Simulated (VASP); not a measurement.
# CdTe (F-43m) in VASP: a series of runs, part 2 of 2

VASP 6.6.1. Earlier steps stand in the parts before.

## (3) Single point, PBE

Input file INCAR:

```
SYSTEM = CdTe
PREC = Accurate
ENCUT = 520
EDIFF = 1E-6
ISMEAR = -1
SIGMA = 0.02
LREAL = .FALSE.
LASPH = .TRUE.
NELM = 80
ALGO = Normal
ISIF = 2
LWAVE = .FALSE.
LCHARG = .FALSE.
GGA = PE
NBANDS = 16
```

Input file KPOINTS:

```
regular mesh
0
G
  3 3 3
  0 0 0
```

Input file POSCAR:

```
CdTe
1.0
    0.0000000000      3.2050000000      3.2050000000
    3.2050000000      0.0000000000      3.2050000000
    3.2050000000      3.2050000000      0.0000000000
Te Cd
1 1
Direct
    0.7500000000      0.7500000000      0.7500000000
    0.0000000000      0.0000000000      0.0000000000
```

Potentials or basis: VASP PAW PBE potentials, release 64 (Te, Cd).

Run with:

```sh
cat potpaw_PBE.64/Te/POTCAR potpaw_PBE.64/Cd/POTCAR > POTCAR
mpirun -np 1 vasp_std > vasp.out
```

OUTCAR:

```text
SYSTEM = CdTe
   PREC = Accurate
   ENCUT = 520
   EDIFF = 1E-6
   ISMEAR = -1
   LREAL = .FALSE.
   LASPH = .TRUE.
   NELM = 80
   ISIF = 2
   GGA = PE

 ion  position               nearest neighbor table
   1  0.750  0.750  0.750-   2 2.78   2 2.78   2 2.78   2 2.78
   2  0.000  0.000  0.000-   1 2.78   1 2.78   1 2.78   1 2.78

  LATTYP: Found a face centered cubic cell.
 ALAT       =     6.4100000000

  Lattice vectors:

 A1 = (   0.0000000000,   3.2050000000,   3.2050000000)
 A2 = (   3.2050000000,   0.0000000000,   3.2050000000)
 A3 = (   3.2050000000,   3.2050000000,   0.0000000000)

Analysis of symmetry for initial positions (statically):
=====================================================================
 Subroutine PRICEL returns:
 Original cell was already a primitive cell.

 Routine SETGRP: Setting up the symmetry group for a
 face centered cubic supercell.

 Subroutine GETGRP returns: Found 24 space group operations
 (whereof 24 operations were pure point group operations)
 out of a pool of 48 trial point group operations.

The static configuration has the point symmetry T_d .

Analysis of symmetry for dynamics (positions and initial velocities):
=====================================================================
 Subroutine PRICEL returns:
 Original cell was already a primitive cell.

 Routine SETGRP: Setting up the symmetry group for a
 face centered cubic supercell.

 Subroutine GETGRP returns: Found 24 space group operations
 (whereof 24 operations were pure point group operations)
 out of a pool of 48 trial point group operations.

The dynamic configuration has the point symmetry T_d .

 Subroutine INISYM returns: Found 24 space group operations
 (whereof 24 operations are pure point group operations),
 and found     1 'primitive' translations

----------------------------------------------------------------------------------------

                                     Primitive cell

  volume of cell :      65.8437

  direct lattice vectors                    reciprocal lattice vectors
     0.000000000  3.205000000  3.205000000    -0.156006240  0.156006240  0.156006240
     3.205000000  0.000000000  3.205000000     0.156006240 -0.156006240  0.156006240
     3.205000000  3.205000000  0.000000000     0.156006240  0.156006240 -0.156006240

  length of vectors
     4.532554467  4.532554467  4.532554467     0.270210734  0.270210734  0.270210734

  position of ions in fractional coordinates (direct lattice)
     0.750000000  0.750000000  0.750000000
     0.000000000  0.000000000  0.000000000

  ion indices of the primitive-cell ions
   primitive index   ion index
                 1           1
                 2           2

----------------------------------------------------------------------------------------

 KPOINTS: regular mesh

Automatic generation of k-mesh.
 Grid dimensions read from file:
 generate k-points for:    3    3    3

 Generating k-lattice:

  Cartesian coordinates                     Fractional coordinates (reciprocal lattice)
    -0.052002080  0.052002080  0.052002080     0.333333333  0.000000000  0.000000000
     0.052002080 -0.052002080  0.052002080     0.000000000  0.333333333  0.000000000
     0.052002080  0.052002080 -0.052002080     0.000000000  0.000000000  0.333333333

  Length of vectors
     0.090070245  0.090070245  0.090070245

  Shift w.r.t. Gamma in fractional coordinates (k-lattice)
     0.000000000  0.000000000  0.000000000

 Subroutine IBZKPT returns following result:
 ===========================================

 Found      4 irreducible k-points:

 Following reciprocal coordinates:
            Coordinates               Weight
  0.000000  0.000000  0.000000      1.000000
  0.333333  0.000000  0.000000      8.000000
  0.333333  0.333333  0.000000      6.000000
 -0.333333  0.333333  0.000000     12.000000
   k-points           NKPTS =      4   k-points in BZ     NKDIM =      4   number of bands    NBANDS=     16
   number of dos      NEDOS =    301   number of ions     NIONS =      2
   total plane-waves  NPLWV =  46656
   dimension x,y,z NGX =    36 NGY =   36 NGZ =   36
   dimension x,y,z NGXF=    72 NGYF=   72 NGZF=   72
   ions per type =               1   1
   NGX,Y,Z   is equivalent  to a cutoff of  13.20, 13.20, 13.20 a.u.
   NGXF,Y,Z  is equivalent  to a cutoff of  26.41, 26.41, 26.41 a.u.
 SYSTEM =  CdTe
   PREC   = accura    normal or accurate (medium, high low for compatibility)
   ISTART =      0    job   : 0-new  1-cont  2-samecut
   ICHARG =      2    charge: 1-file 2-atom 10-const
   ISPIN  =      1    spin polarized calculation?
   LNONCOLLINEAR =      F non collinear calculations
   LSORBIT =      F    spin-orbit coupling
   LASPH  =      T    aspherical Exc in radial PAW
   ENCUT  =  520.0 eV  38.22 Ry    6.18 a.u.   8.43  8.43  8.43*2*pi/ulx,y,z
   NELM   =     80;   NELMIN=  2; NELMDL= -5     # of ELM steps
   EDIFF  = 0.1E-05   stopping-criterion for ELM
   LREAL  =      F    real-space projection
   EDIFFG = 0.1E-04   stopping-criterion for IOM
   NSW    =      0    number of steps for IOM
   IBRION =     -1    ionic relax: 0-MD 1-quasi-New 2-CG
   NFREE  =      0    steps in history (QN), initial steepest desc. (CG)
   ISIF   =      2    stress and relaxation
   ISYM   =      2    0-nonsym 1-usesym 2-fastsym
   POTIM  = 0.5000    time-step for ionic-motion
   TEBEG  =    0.0;   TEEND  =   0.0 temperature during run
   PSTRESS=    0.0 pullay stress
   NELECT =      18.0000    total number of electrons
   NUPDOWN=      -1.0000    fix difference up-down
   EMIN   =  10.00;   EMAX   =-10.00  energy-range for DOS
   EFERMI =   0.00;   METHOD = LEGACY
   ISMEAR =    -1;   SIGMA  =   0.02  broadening in eV -4-tet -1-fermi 0-gaus
   EFERMI_NEDOS =   21; number of points for ismear=-14 and -15
   IALGO  =     38    algorithm
   IMIX   =      4    mixing-type and parameters
     AMIX     =   0.40;   BMIX     =  1.00
     AMIX_MAG =   1.60;   BMIX_MAG =  1.00
  volume/ion in A,a.u.               =      32.92       222.17
  Fermi-wavevector in a.u.,A,eV,Ry     =   1.062497  2.007828 15.359610  1.128899
  Thomas-Fermi vector in A             =   2.197950
   LORBIT       =      0    0 simple, 1 ext, 2 COOP (PROOUT), +10 PAW based schemes
   GGA     = PE    functional components
   LHFCALC =     F    Hartree Fock is set to
   AEXX    =    0.0000 exact exchange contribution
   IVDW    =     0    specifies the selected vdW correction
   LEPSILON=     F    determine dielectric tensor
   LRPA    =     F    only Hartree local field effects (RPA)
 non-spin polarized calculation
  energy-cutoff  :      520.00
  volume of cell :       65.84
 maximum number of plane-waves:      1807
 NGX is ok and might be reduce to    36
   NGX = 17   NGY = 17   NGZ = 17

 number of electron      17.9999995 magnetization

 Free energy of the ion-electron system (eV)
  ---------------------------------------------------
  ext. energy  EPLUGINS =         0.00000000
  ---------------------------------------------------
  free energy    TOTEN  =        -4.46393774 eV

  energy without entropy =       -4.46393774  energy(sigma->0) =       -4.46393774

 E-fermi :   3.1678     XC(G=0):  -8.6864

 val. band max:        2.7369753621   @ k =   0.0000   0.0000   0.0000
 cond. band min:       3.5767488870   @ k =   0.0000   0.0000   0.0000
 fundamental gap:      0.8397735249
 Fermi energy:         3.1678407032

 k-point     1 :       0.0000    0.0000    0.0000
  band No.  band energies     occupation
      1      -8.6169      2.00000
      2      -5.7608      2.00000
      3      -5.7608      2.00000
      4      -5.7608      2.00000
      5      -5.4827      2.00000
      6      -5.4827      2.00000
[... 8 lines left out ...]
     15      12.1077      0.00000
     16      12.1077      0.00000

 k-point     2 :       0.3333    0.0000    0.0000
  band No.  band energies     occupation
      1      -8.2948      2.00000
      2      -5.7060      2.00000
      3      -5.7060      2.00000
      4      -5.4795      2.00000
      5      -5.4795      2.00000
      6      -5.3691      2.00000
[... 8 lines left out ...]
     15      11.6190      0.00000
     16      11.6190      0.00000

 k-point     3 :       0.3333    0.3333    0.0000
  band No.  band energies     occupation
      1      -8.1937      2.00000
      2      -5.6311      2.00000
      3      -5.6311      2.00000
      4      -5.5844      2.00000
      5      -5.4577      2.00000
      6      -5.2686      2.00000
[... 8 lines left out ...]
     15      13.0121      0.00000
     16      14.8845      0.00000

 k-point     4 :      -0.3333    0.3333    0.0000
  band No.  band energies     occupation
      1      -8.0960      2.00000
      2      -5.6527      2.00000
      3      -5.6291      2.00000
      4      -5.5124      2.00000
      5      -5.4777      2.00000
      6      -4.9150      2.00000
[... 8 lines left out ...]
     15      11.7498      0.00000
     16      15.0353      0.00000

------------------------ aborting loop because EDIFF is reached ----------------------------------------

  FORCE on cell =-STRESS in cart. coord.  units (eV):
  Direction    XX          YY          ZZ          XY          YZ          ZX
  --------------------------------------------------------------------------------------
  -------------------------------------------------------------------------------------
  Total        2.1915530      2.1915530      2.1915530      0.0000000     -0.0000000      0.0000000
  in kB       53.3271611     53.3271611     53.3271611      0.0000000     -0.0000000      0.0000000
  external PRESSURE =      53.3271611 kB  Pullay stress =       0.0000000 kB

 VOLUME and BASIS-vectors are now :
 -----------------------------------------------------------------------------
  energy-cutoff  :      520.00
  volume of cell :       65.84
      direct lattice vectors                 reciprocal lattice vectors
     0.000000000  3.205000000  3.205000000    -0.156006240  0.156006240  0.156006240
     3.205000000  0.000000000  3.205000000     0.156006240 -0.156006240  0.156006240
     3.205000000  3.205000000  0.000000000     0.156006240  0.156006240 -0.156006240

 POSITION                                       TOTAL-FORCE (eV/Angst)
 -----------------------------------------------------------------------------------
      4.80750      4.80750      4.80750         0.000000     -0.000000     -0.000000
      0.00000      0.00000      0.00000        -0.000000      0.000000      0.000000
 -----------------------------------------------------------------------------------
    total drift:                                0.000000      0.000000      0.000000

  FREE ENERGIE OF THE ION-ELECTRON SYSTEM (eV)
  ---------------------------------------------------
  free  energy   TOTEN  =        -4.4639377368 eV

  energy  without entropy=       -4.4639377367  energy(sigma->0) =       -4.46393774
```

stdout:

```text
POSCAR found type information on POSCAR TeCd
 POSCAR found :  2 types and       2 ions
 scaLAPACK will be used
 LDA part: xc-table for (Slater+PW92), standard interpolation
 POSCAR, INCAR and KPOINTS ok, starting setup
 FFT: planning ... GRIDC
 FFT: planning ... GRID_SOFT
 FFT: planning ... GRID
 WAVECAR not read
 entering main loop
```

Run time: 7.1 s. Hardware: 1 thread of Intel Xeon Platinum 8488C (Sapphire Rapids), shared host; peak memory 0.2 GiB.

What came out:

```
Free energy            : -4.4639 eV
Pressure               : 5.3 GPa
Band gap on the k mesh : 0.84 eV, direct
```

Levels at points of the mesh, in eV from the valence-band top:
```tsv
k point	band 7	band 8	band 9	band 10	band 11	band 12
(0.00, 0.00, 0.00)	0.00	0.00	0.00	0.84	4.52	4.52
```

Caveat: the k points lie up to 0.57 Å⁻¹ apart; spin-orbit coupling is left out, which moves the levels of the heavy elements.
